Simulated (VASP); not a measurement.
A run of VASP 6.6.1 is set up as follows.

INCAR

```
SYSTEM = TiO2
PREC = Accurate
ENCUT = 520
EDIFF = 1E-6
ISMEAR = -1
SIGMA = 0.05
LREAL = .False.
LASPH = .True.
NELM = 100
ALGO = Normal
ISIF = 2
LWAVE = .False.
LCHARG = .True.
GGA = B5
ALDAX = 1.0
AGGAX = 1.0
AGGAC = 1.0
ALDAC = 0.0
LELF = .True.
LVHAR = .True.
NBANDS = 60
```

The input KPOINTS:

```
Automatic mesh
0
Gamma
  9 9 3
  0 0 0
```

POSCAR

```
TiO2
1.0
    1.4740970000     -4.7965300000      0.0000000000
    1.4740970000      4.7965300000      0.0000000000
    0.0000000000      0.0000000000     10.2352230000
Ti O
4 8
Direct
    0.8669130000      0.1330870000      0.5831420000
    0.1330870000      0.8669130000      0.4168580000
    0.8669130000      0.1330870000      0.9168580000
    0.1330870000      0.8669130000      0.0831420000
    0.5000000000      0.5000000000      0.5000000000
    0.5000000000      0.5000000000      0.0000000000
    0.9342350000      0.0657650000      0.7500000000
    0.0657650000      0.9342350000      0.2500000000
    0.7544000000      0.2456000000      0.1028660000
    0.2456000000      0.7544000000      0.8971340000
    0.2456000000      0.7544000000      0.6028660000
    0.7544000000      0.2456000000      0.3971340000
```

Potentials or basis: VASP PAW PBE potentials, release 64 (Ti_sv, O).

Run with:

```console
$ cat potpaw_PBE.64/Ti_sv/POTCAR potpaw_PBE.64/O/POTCAR > POTCAR
$ mpirun -np 1 vasp_std > vasp.out
```

Problem. Estimate the pressure.

Solution. 4.1 GPa.

Problem. What does it give for the largest force?

Solution. 0.170 eV/Å.

Stress tensor (GPa, compression positive):
```
4.83 0.00 0.00
0.00 3.62 0.00
0.00 0.00 3.82
```

Caveat: the cell stands under pressure; the PAW data sets were made with another functional, which shifts forces and pressure a little.
